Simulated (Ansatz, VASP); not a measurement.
## Al24N25 in VASP and in Ansatz

```xyz
49
Lattice="3.1302 -5.4217 5.0180 3.1302 5.4217 5.0180 -6.2604 0.0000 5.0180" Properties=species:S:1:pos:R:3 pbc="T T T"
Al    0.0190   -1.8066    7.5205
Al   -0.0160   -1.8181   12.5091
Al   -1.5740    0.8868    7.5205
Al    3.1358   -1.7263    7.5556
Al   -4.6889    0.9022    7.5470
Al    1.5550    0.9197    7.5205
Al    1.5825    0.8952   12.5091
Al   -0.0729    3.5788    7.5556
Al   -3.0629   -1.8525    7.5556
Al   -1.5665    0.9229   12.5091
Al    1.5631   -4.5118    7.5470
Al    3.1257    3.6096    7.5470
Al   -1.5565   -0.9115   10.0312
Al    4.7069   -0.8892   10.0388
Al   -3.1344    1.7821   10.0262
Al    1.5676   -0.8922   10.0312
Al    0.0065    1.8169    5.0147
Al   -0.0111    1.8037   10.0312
Al   -3.1236   -3.6317   10.0388
Al   -1.5834    4.5210   10.0388
Al    1.5703   -0.9141    5.0147
Al    3.1106    1.8234   10.0262
Al    0.0238   -3.6055   10.0262
Al   -1.5768   -0.9029    5.0147
N     0.0136   -1.8011    9.4352
N    -3.1352    3.5408    9.3773
N    -1.5666    0.8888    9.4352
N     3.1360   -1.7854    9.4594
N     1.5610    0.8910    4.4343
N     1.5530    0.9123    9.4352
N    -1.4988   -4.4856    9.3773
N    -0.0217    3.6085    9.4594
N    -3.1142   -1.8231    9.4594
N     4.6340    0.9447    9.3773
N    -1.5522    0.9064    4.4343
N    -0.0089   -1.7974    4.4343
N    -1.5473   -0.9152    6.9316
N    -1.5612   -0.8831   11.9369
N    -3.1348    1.7917    6.9138
N     1.5662   -0.8824    6.9316
N     3.1336   -3.5189    7.0177
N    -0.0189    1.7976    6.9316
N     0.0158    1.7936   11.9369
N     1.5454   -0.9105   11.9369
N    -4.6143   -0.9544    7.0177
N     3.1190    1.8190    6.9138
N     0.0158   -3.6106    6.9138
N     1.4806    4.4733    7.0177
N     0.0000    0.0000    0.8615
```

Alike in both runs: functional PBE; k mesh 1 × 1 × 1; occupations gaussian, width 0.01 eV; collinear spin.

Ansatz relaxed the structure, and its values are those at the end. VASP's run is a single point on that final structure, the one shown.

|  | VASP | Ansatz |
| --- | --- | --- |
| version | VASP 6.6.1 | Ansatz 0.2.0 |
| potentials or method | VASP PAW PBE potentials, release 64 (Al, N), cutoff 520 eV | scalar-relativistic, plane waves, PAW |
| valence electrons in the cell | 197 | 197 |

```tsv
	VASP	Ansatz	Ansatz less VASP
gap on the k mesh at the Fermi level (eV)	1.36	1.36	-0.003
least direct gap on the mesh (eV)	1.36	1.36	-0.003
rms of the force components (eV/Å)	0.003	0.002	-0.0009
net moment per atom (μB)	0.06	0.06	0.000
size of the moment on the site where the two differ most (μB)	1.23	1.35	+0.121
```

Site moments also hang on the region over which each program counts them.
